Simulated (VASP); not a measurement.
## SiC: single point with b88 exchange, pbe correlation

The system is SiC.

```
Si C
1.0
     3.09500    0.00000    0.00000
    -1.54750    2.68035    0.00000
     0.00000    0.00000   15.17000
Si C
6 6
Direct
  0.66667 0.33333 0.45830
  0.33333 0.66667 0.95830
  0.66667 0.33333 0.79170
  0.33333 0.66667 0.29170
  0.00000 0.00000 0.62500
  0.00000 0.00000 0.12500
  0.66667 0.33333 0.33330
  0.33333 0.66667 0.83330
  0.66667 0.33333 0.66670
  0.33333 0.66667 0.16670
  0.00000 0.00000 0.50000
  0.00000 0.00000 0.00000
```

```json
{
  "Program": "VASP 6.6.1",
  "Task": "single point",
  "Functional": "b88 exchange, pbe correlation",
  "Potentials or basis": "VASP PAW PBE potentials, release 64 (Si, C)",
  "Cutoff": "600 eV",
  "k mesh": "10 × 10 × 2",
  "Occupations": "fermi-dirac, width 0.05 eV",
  "Spin": "no spin polarisation",
  "Dipole correction": "no",
  "Further INCAR settings": "ALGO = Normal; EDIFF = 1e-06; NBANDS = 36"
}
```

```json
{"Pressure": "0.2 GPa", "Largest force": "0.142 eV/Å", "Band gap on the k mesh": "2.03 eV (least direct gap 3.12 eV)"}
```

Forces in eV/Å, atoms in the order of the input:
```
Si   0.000  0.000  0.053
Si   0.000  0.000  0.053
Si   0.000  0.000  0.025
Si   0.000  0.000  0.025
Si   0.000  0.000  0.044
Si   0.000  0.000  0.044
C    0.000  0.000 -0.014
C    0.000  0.000 -0.014
C    0.000  0.000  0.035
C    0.000  0.000  0.035
C    0.000  0.000 -0.142
C    0.000  0.000 -0.142
```

Stress tensor (GPa, compression positive):
```
-0.08  0.00  0.00
 0.00 -0.08  0.00
 0.00  0.00  0.70
```

Levels at points of the mesh, in eV from the valence-band top:
```csv
k point,band 21,band 22,band 23,band 24,band 25,band 26,band 27,band 28
"(0.00, 0.00, 0.00)",-0.30,-0.05,0.00,0.00,5.04,5.22,5.62,6.13
"(0.50, 0.00, 0.00)",-1.80,-1.77,-1.66,-1.09,2.03,2.21,3.19,3.87
"(0.00, 0.00, 0.50)",-0.10,-0.10,-0.10,-0.10,5.11,5.11,5.85,5.85
"(0.50, 0.00, 0.50)",-1.71,-1.71,-1.30,-1.30,2.07,2.07,3.41,3.41
```

It took 2.6 min on 1 thread of Intel(R) Xeon(R) Platinum 8488C (Sapphire Rapids) (shared host), peak memory 0.35 GiB.

Caveat: the PAW data sets were made with another functional, which shifts forces and pressure a little. A k mesh can miss the band edges.
